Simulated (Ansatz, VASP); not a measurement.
One calculation of PbSe, two programs

INCAR

```
SYSTEM = PbSe
PREC = Accurate ; ENCUT = 520
EDIFF = 1E-8 ; ISMEAR = -1
SIGMA = 0.01 ; LREAL = .FALSE.
LASPH = .TRUE. ; NELM = 80
ALGO = Normal ; ISIF = 2
LWAVE = .FALSE. ; LCHARG = .FALSE.
GGA = PE ; LEFG = .TRUE.
NBANDS = 17
```

File KPOINTS:

```
Automatic mesh
0
G
  9 9 9
  0 0 0
```

Contents of POSCAR:

```
PbSe
1.0
    0.0000000000      3.0621500000      2.9702855000
    3.0621500000      0.0000000000      2.9702855000
    3.0621500000      3.0621500000      0.0000000000
Pb Se
1 1
Direct
    0.0000000000      0.0000000000      0.0000000000
    0.5000000000      0.5000000000      0.5000000000
```

Input for Ansatz:

```yaml
crystal:
  lattice:
    - [0.0, 3.06215, 2.9702855]
    - [3.06215, 0.0, 2.9702855]
    - [3.06215, 3.06215, 0.0]
  atoms:
    - { symbol: Pb, position: [0.0, 0.0, 0.0] }
    - { symbol: Se, position: [0.5, 0.5, 0.5] }
kpoints:
  mp_grid: { grid: [9, 9, 9] }
scf:
  occupations: { method: fermi_dirac, width: 0.01 }
hamiltonian:
  xc: pbe
  pseudopotentials: { kind: paw }
output:
  forces: true
  stress: true
  eigenvalues: true
  efg: { contact_densities: true }
```

Change from the starting cell: zz strain of -3 %, PAW files.

Alike in both runs: task electric field gradients; functional PBE; k mesh 9 × 9 × 9; occupations fermi-dirac, width 0.01 eV; no spin polarisation.

```csv
,VASP,Ansatz
version,VASP 6.6.1,Ansatz 0.2.0
potentials or method,"VASP PAW PBE potentials, release 64 (Pb_d, Se)","PAW with Ansatz's default frozen-core files, scalar-relativistic"
plane-wave cutoff (eV),520,420
valence electrons in the cell,20,30
```

Ansatz gave:

```
gap on the k mesh at the Fermi level (eV)                     : 0.64
pressure (GPa)                                                : 4.3
traceless stress, the component that is largest in VASP (GPa) : 3.13
size of Vzz on the site where it differs most (V/Å²)          : 103.8
```

What did VASP give for the same quantities?

gap on the k mesh at the Fermi level (eV): 0.64; pressure (GPa): 4.3; traceless stress, the component that is largest in VASP (GPa): 3.14; size of Vzz on the site where it differs most (V/Å²): 98.4.

With one functional, cell and mesh, what is left measures potentials, basis and numerics. VASP's potentials hold 20 valence electrons a cell and Ansatz's 30, so a difference there can come from the potentials and not from the codes.

Spin-orbit coupling is off throughout.
